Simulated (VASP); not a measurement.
# K (P4/mmm) in VASP: a series of runs

The runs below take K through single point, with PBE.

Program: VASP 6.6.1. These are calculated values, not measurements. Logs are shortened: lines on timing, memory, paths and dates and some standing lists are left out, and cuts for length are marked.

## Step 1: The cell of the first run

The structure is tetragonal, space group P4/mmm (No. 123). The conventional cell has a = 4.181 Å, b = 4.181 Å, c = 4.440 Å, α = 90.00°, β = 90.00°, γ = 90.00°. Within 5.5 Å of K (site symmetry 4/mmm) lie 6 K at 4.18 to 4.44 Å.

## Step 2: Single point, PBE (strain -0.030 along x and y, +0.030 along z)

INCAR reads:

```
SYSTEM = K
PREC = Accurate
ENCUT = 520
EDIFF = 1E-7
ISMEAR = 0
SIGMA = 0.15
LREAL = .FALSE.
LASPH = .TRUE.
NELM = 80
ALGO = Fast
ISIF = 2
LWAVE = .FALSE.
LCHARG = .FALSE.
GGA = PE
NBANDS = 10
```

KPOINTS reads:

```
regular mesh
0
G
  12 12 12
  0 0 0
```

POSCAR reads:

```
K
1.0
    4.1811263053      0.0000000000      0.0000000000
    0.0000000000      4.1811263053      0.0000000000
    0.0000000000      0.0000000000      4.4397526747
K
1
Direct
    0.0000000000      0.0000000000      0.0000000000
```

Potentials or basis: VASP PAW PBE potentials, release 64 (K_sv).

The run is started by

```bash
cat potpaw_PBE.64/K_sv/POTCAR > POTCAR
mpirun -np 1 vasp_std > vasp.out
```

OUTCAR:

```text
SYSTEM = K
   PREC = Accurate
   ENCUT = 520
   EDIFF = 1E-7
   ISMEAR = 0
   LREAL = .FALSE.
   LASPH = .TRUE.
   NELM = 80
   ISIF = 2
   GGA = PE

 ion  position               nearest neighbor table
   1  0.000  0.000  0.000-

  LATTYP: Found a simple tetragonal cell.
 ALAT       =     4.1811263053
 C/A-ratio  =     1.0618556701

  Lattice vectors:

 A1 = (   4.1811263053,   0.0000000000,   0.0000000000)
 A2 = (   0.0000000000,   4.1811263053,   0.0000000000)
 A3 = (   0.0000000000,   0.0000000000,   4.4397526747)

Analysis of symmetry for initial positions (statically):
=====================================================================
 Subroutine PRICEL returns:
 Original cell was already a primitive cell.

 Routine SETGRP: Setting up the symmetry group for a
 simple tetragonal supercell.

 Subroutine GETGRP returns: Found 16 space group operations
 (whereof 16 operations were pure point group operations)
 out of a pool of 16 trial point group operations.

The static configuration has the point symmetry D_4h.

Analysis of symmetry for dynamics (positions and initial velocities):
=====================================================================
 Subroutine PRICEL returns:
 Original cell was already a primitive cell.

 Routine SETGRP: Setting up the symmetry group for a
 simple tetragonal supercell.

 Subroutine GETGRP returns: Found 16 space group operations
 (whereof 16 operations were pure point group operations)
 out of a pool of 16 trial point group operations.

The dynamic configuration has the point symmetry D_4h.

 Subroutine INISYM returns: Found 16 space group operations
 (whereof 16 operations are pure point group operations),
 and found     1 'primitive' translations

----------------------------------------------------------------------------------------

                                     Primitive cell

  volume of cell :      77.6149

  direct lattice vectors                    reciprocal lattice vectors
     4.181126305  0.000000000  0.000000000     0.239170005  0.000000000  0.000000000
     0.000000000  4.181126305  0.000000000     0.000000000  0.239170005  0.000000000
     0.000000000  0.000000000  4.439752675     0.000000000  0.000000000  0.225237772

  length of vectors
     4.181126305  4.181126305  4.439752675     0.239170005  0.239170005  0.225237772

  position of ions in fractional coordinates (direct lattice)
     0.000000000  0.000000000  0.000000000

  ion indices of the primitive-cell ions
   primitive index   ion index
                 1           1

----------------------------------------------------------------------------------------

 KPOINTS: regular mesh

Automatic generation of k-mesh.
 Grid dimensions read from file:
 generate k-points for:   12   12   12

 Generating k-lattice:

  Cartesian coordinates                     Fractional coordinates (reciprocal lattice)
     0.019930834  0.000000000  0.000000000     0.083333333  0.000000000  0.000000000
     0.000000000  0.019930834  0.000000000     0.000000000  0.083333333  0.000000000
     0.000000000  0.000000000  0.018769814     0.000000000  0.000000000  0.083333333

  Length of vectors
     0.019930834  0.019930834  0.018769814

  Shift w.r.t. Gamma in fractional coordinates (k-lattice)
     0.000000000  0.000000000  0.000000000

 Subroutine IBZKPT returns following result:
 ===========================================

 Found    196 irreducible k-points:

 Following reciprocal coordinates:
            Coordinates               Weight
  0.000000  0.000000  0.000000      1.000000
  0.083333  0.000000  0.000000      4.000000
  0.166667  0.000000  0.000000      4.000000
  0.250000  0.000000  0.000000      4.000000
  0.333333  0.000000  0.000000      4.000000
  0.416667  0.000000  0.000000      4.000000
[... 16 lines left out ...]
  0.333333  0.333333  0.000000      4.000000
  0.416667  0.333333  0.000000      8.000000
 [... further k-points ...]
   k-points           NKPTS =    196   k-points in BZ     NKDIM =    196   number of bands    NBANDS=     10
   number of dos      NEDOS =    301   number of ions     NIONS =      1
   total plane-waves  NPLWV =  36864
   dimension x,y,z NGX =    32 NGY =   32 NGZ =   36
   dimension x,y,z NGXF=    64 NGYF=   64 NGZF=   72
   ions per type =               1
   NGX,Y,Z   is equivalent  to a cutoff of  12.72, 12.72, 13.48 a.u.
   NGXF,Y,Z  is equivalent  to a cutoff of  25.45, 25.45, 26.96 a.u.
 SYSTEM =  K
   PREC   = accura    normal or accurate (medium, high low for compatibility)
   ISTART =      0    job   : 0-new  1-cont  2-samecut
   ICHARG =      2    charge: 1-file 2-atom 10-const
   ISPIN  =      1    spin polarized calculation?
   LNONCOLLINEAR =      F non collinear calculations
   LSORBIT =      F    spin-orbit coupling
   LASPH  =      T    aspherical Exc in radial PAW
   ENCUT  =  520.0 eV  38.22 Ry    6.18 a.u.   7.77  7.77  8.25*2*pi/ulx,y,z
   NELM   =     80;   NELMIN=  2; NELMDL= -5     # of ELM steps
   EDIFF  = 0.1E-06   stopping-criterion for ELM
   LREAL  =      F    real-space projection
   EDIFFG = 0.1E-05   stopping-criterion for IOM
   NSW    =      0    number of steps for IOM
   IBRION =     -1    ionic relax: 0-MD 1-quasi-New 2-CG
   NFREE  =      0    steps in history (QN), initial steepest desc. (CG)
   ISIF   =      2    stress and relaxation
   ISYM   =      2    0-nonsym 1-usesym 2-fastsym
   POTIM  = 0.5000    time-step for ionic-motion
   TEBEG  =    0.0;   TEEND  =   0.0 temperature during run
   PSTRESS=    0.0 pullay stress
   NELECT =       9.0000    total number of electrons
   NUPDOWN=      -1.0000    fix difference up-down
   EMIN   =  10.00;   EMAX   =-10.00  energy-range for DOS
   EFERMI =   0.00;   METHOD = LEGACY
   ISMEAR =     0;   SIGMA  =   0.15  broadening in eV -4-tet -1-fermi 0-gaus
   EFERMI_NEDOS =   21; number of points for ismear=-14 and -15
   IALGO  =     68    algorithm
   IMIX   =      4    mixing-type and parameters
     AMIX     =   0.40;   BMIX     =  1.00
     AMIX_MAG =   1.60;   BMIX_MAG =  1.00
  volume/ion in A,a.u.               =      77.61       523.77
  Fermi-wavevector in a.u.,A,eV,Ry     =   0.798314  1.508595  8.671070  0.637306
  Thomas-Fermi vector in A             =   1.905201
   LORBIT       =      0    0 simple, 1 ext, 2 COOP (PROOUT), +10 PAW based schemes
   GGA     = PE    functional components
   LHFCALC =     F    Hartree Fock is set to
   AEXX    =    0.0000 exact exchange contribution
   IVDW    =     0    specifies the selected vdW correction
   LEPSILON=     F    determine dielectric tensor
   LRPA    =     F    only Hartree local field effects (RPA)
 non-spin polarized calculation
 RMM-DIIS sequential band-by-band and
 Gauss-broadening in eV      SIGMA  =   0.15
  energy-cutoff  :      520.00
  volume of cell :       77.61
 maximum number of plane-waves:      2112
 NGX is ok and might be reduce to    32
   NGX = 15   NGY = 15   NGZ = 17

 number of electron       8.9999998 magnetization

 Free energy of the ion-electron system (eV)
  ---------------------------------------------------
  ext. energy  EPLUGINS =         0.00000000
  ---------------------------------------------------
  free energy    TOTEN  =        -0.94157873 eV

  energy without entropy =       -0.93260803  energy(sigma->0) =       -0.93709338

 E-fermi :  -0.1985     XC(G=0):  -5.5124

 val. band max:       -0.2243406142   @ k =   0.4167   0.0000   0.2500
 cond. band min:      -0.1678544516   @ k =   0.4167   0.2500   0.0000
 fundamental gap:      0.0564861626
 Fermi energy:        -0.1985115903

 k-point     1 :       0.0000    0.0000    0.0000
  band No.  band energies     occupation
      1     -32.5420      2.00000
      2     -15.9875      2.00000
      3     -15.9751      2.00000
      4     -15.9751      2.00000
      5      -2.2952      2.00000
      6       2.5892      0.00000
      7       2.7609      0.00000
      8       5.6049      0.00000
      9       5.9445      0.00000
     10       6.0206      0.00000

 k-point     2 :       0.0833    0.0000    0.0000
  band No.  band energies     occupation
      1     -32.5416      2.00000
      2     -15.9868      2.00000
      3     -15.9827      2.00000
      4     -15.9744      2.00000
      5      -2.2263      2.00000
      6       2.6047      0.00000
      7       2.7375      0.00000
      8       5.3058      0.00000
      9       5.8353      0.00000
     10       6.0391      0.00000

 k-point     3 :       0.1667    0.0000    0.0000
  band No.  band energies     occupation
      1     -32.5405      2.00000
      2     -16.0032      2.00000
      3     -15.9849      2.00000
      4     -15.9727      2.00000
      5      -2.0224      2.00000
      6       2.4704      0.00000
      7       2.7782      0.00000
      8       4.9251      0.00000
      9       5.4225      0.00000
     10       5.7319      0.00000

 k-point     4 :       0.2500    0.0000    0.0000
  band No.  band energies     occupation
      1     -32.5390      2.00000
      2     -16.0311      2.00000
      3     -15.9824      2.00000
      4     -15.9703      2.00000
      5      -1.6909      2.00000
      6       2.0264      0.00000
      7       2.9302      0.00000
      8       4.5986      0.00000
      9       5.0728      0.00000
     10       5.6384      0.00000
[... 222 lines left out ...]
 k-point    22 :       0.5000    0.2500    0.0000
  band No.  band energies     occupation
      1     -32.5329      2.00000
      2     -16.0790      2.00000
      3     -16.0191      2.00000
      4     -15.9724      2.00000
      5       0.3619      0.00000
      6       0.5168      0.00000
      7       3.3375      0.00000
      8       3.3847      0.00000
      9       4.3844      0.00000
     10       5.2026      0.00000

 k-point    23 :       0.3333    0.3333    0.0000
  band No.  band energies     occupation
      1     -32.5329      2.00000
      2     -16.0499      2.00000
      3     -16.0478      2.00000
      4     -15.9724      2.00000
      5      -0.2859      1.58985
      6       1.9191      0.00000
      7       2.3012      0.00000
      8       3.7294      0.00000
      9       4.6008      0.00000
     10       4.9424      0.00000

 k-point    24 :       0.4167    0.3333    0.0000
  band No.  band energies     occupation
      1     -32.5318      2.00000
      2     -16.0683      2.00000
      3     -16.0464      2.00000
      4     -15.9706      2.00000
      5       0.1917      0.00023
      6       1.4240      0.00000
      7       2.5387      0.00000
      8       3.4278      0.00000
      9       4.5596      0.00000
     10       4.9047      0.00000

 [... further k-points ...]

------------------------ aborting loop because EDIFF is reached ----------------------------------------

  FORCE on cell =-STRESS in cart. coord.  units (eV):
  Direction    XX          YY          ZZ          XY          YZ          ZX
  --------------------------------------------------------------------------------------
  -------------------------------------------------------------------------------------
  Total        0.1207034      0.1207034     -0.1374669      0.0000000      0.0000000     -0.0000000
  in kB        2.4916364      2.4916364     -2.8376798      0.0000000      0.0000000     -0.0000000
  external PRESSURE =       0.7151976 kB  Pullay stress =       0.0000000 kB

 VOLUME and BASIS-vectors are now :
 -----------------------------------------------------------------------------
  energy-cutoff  :      520.00
  volume of cell :       77.61
      direct lattice vectors                 reciprocal lattice vectors
     4.181126305  0.000000000  0.000000000     0.239170005  0.000000000  0.000000000
     0.000000000  4.181126305  0.000000000     0.000000000  0.239170005  0.000000000
     0.000000000  0.000000000  4.439752675     0.000000000  0.000000000  0.225237772

 POSITION                                       TOTAL-FORCE (eV/Angst)
 -----------------------------------------------------------------------------------
      0.00000      0.00000      0.00000         0.000000      0.000000      0.000000
 -----------------------------------------------------------------------------------
    total drift:                                0.000000      0.000000     -0.000000

  FREE ENERGIE OF THE ION-ELECTRON SYSTEM (eV)
  ---------------------------------------------------
  free  energy   TOTEN  =        -0.9415787288 eV

  energy  without entropy=       -0.9326080281  energy(sigma->0) =       -0.93709338
```

Wall time 2.2 min (1 thread of Intel Xeon Platinum 8259CL at 2.50GHz (Skylake/Cascade Lake), shared host); peak memory 0.28 GiB.

What came out:

- Free energy: -0.9416 eV
- Pressure: 0.1 GPa

Stress tensor (GPa, compression positive):
```
 0.25  0.00  0.00
 0.00  0.25  0.00
 0.00  0.00 -0.28
```

Caveat: the cell differs from its parent crystal (strain -0.030 along x and y, +0.030 along z).

## Step 3: Single point, PBE (strain +0.030 along x and y, -0.030 along z)

INCAR reads:

```
PREC = Accurate
ENCUT = 520
EDIFF = 1E-6
ISMEAR = 0
SIGMA = 0.15
LREAL = F
LASPH = T
NELM = 80
ALGO = Fast
ISIF = 2
LWAVE = F
LCHARG = F
GGA = PE
NBANDS = 10
```

KPOINTS reads:

```
regular mesh
0
Gamma
  12 12 12
```

POSCAR reads:

```
K
1.0
    4.4397526747      0.0000000000      0.0000000000
    0.0000000000      4.4397526747      0.0000000000
    0.0000000000      0.0000000000      4.1811263053
K
1
Direct
    0.0000000000      0.0000000000      0.0000000000
```

Potentials or basis: VASP PAW PBE potentials, release 64 (K_sv).

The run is started by

```bash
cat potpaw_PBE.64/K_sv/POTCAR > POTCAR
mpirun -np 1 vasp_std > vasp.out
```

It took 1.9 min on 1 thread of Intel Xeon Platinum 8259CL at 2.50GHz (Skylake/Cascade Lake), shared host; peak memory 0.3 GiB.

The run converged. Its results:

| Item | Value |
| --- | --- |
| Free energy | -0.9411 eV |
| Pressure | -0.1 GPa |

Stress tensor (GPa, compression positive):
```
-0.26  0.00  0.00
 0.00 -0.26  0.00
 0.00  0.00  0.26
```

Levels at points of the mesh, in eV from the Fermi level:
| k point | band 2 | band 3 | band 4 | band 5 | band 6 | band 7 |
| --- | --- | --- | --- | --- | --- | --- |
| (0.00, 0.00, 0.00) | -15.81 | -15.81 | -15.80 | -2.01 | 2.79 | 2.94 |
| (0.50, 0.00, 0.00) | -15.87 | -15.81 | -15.80 | -0.16 | 0.12 | 3.43 |
| (0.50, 0.50, 0.00) | -15.87 | -15.87 | -15.79 | 1.14 | 1.82 | 1.93 |
| (0.00, 0.00, 0.50) | -15.91 | -15.80 | -15.80 | 0.15 | 0.31 | 3.54 |
| (0.50, 0.00, 0.50) | -15.90 | -15.86 | -15.80 | 1.18 | 2.12 | 2.14 |
| (0.50, 0.50, 0.50) | -15.89 | -15.85 | -15.85 | 2.21 | 2.21 | 2.46 |

Caveat: the cell differs from its parent crystal (strain +0.030 along x and y, -0.030 along z).
